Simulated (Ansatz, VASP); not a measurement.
## H in VASP and in Ansatz

```
H
1.0
     6.21446    0.00000    0.00000
     0.00000    6.21446    0.00000
     0.00000    0.00000    6.21446
H
20
Cartesian
  2.3607 3.1088 5.7479
  3.0170 2.9175 5.4436
  4.8379 0.2990 6.3053
  4.9645 0.2230 5.5698
  0.9147 -0.0643 2.2578
  0.7680 0.4430 1.7263
  2.6773 0.7606 4.3550
  2.4030 0.9150 3.6751
  1.2628 2.7930 2.7325
  0.5670 2.7282 2.4606
  2.0917 5.2831 0.0570
  1.6429 5.6934 -0.3770
  4.6127 2.4954 1.6716
  4.5133 2.4546 0.9326
  5.9517 5.2070 3.6586
  6.0159 4.7470 4.2491
  4.9465 2.7271 3.9328
  4.6695 2.0408 4.0379
  2.9201 4.4906 3.3599
  2.7303 4.5758 2.6412
```

Alike in both runs: functional PBE; k mesh 1 × 1 × 1; occupations fermi-dirac, width 0.02 eV; no spin polarisation.

Ansatz relaxed the structure, and its values are those at the end. VASP's run is a single point on that final structure, the one shown.

|  | VASP | Ansatz |
| --- | --- | --- |
| version | VASP 6.6.1 | Ansatz 0.2.0 |
| potentials or method | VASP PAW PBE potentials, release 64 (H), cutoff 520 eV | scalar-relativistic, plane waves, PAW |
| valence electrons in the cell | 20 | 20 |

|  | VASP | Ansatz | Ansatz less VASP |
| --- | --- | --- | --- |
| rms of the force components (eV/Å) | 0.033 | 0.029 | -0.0044 |
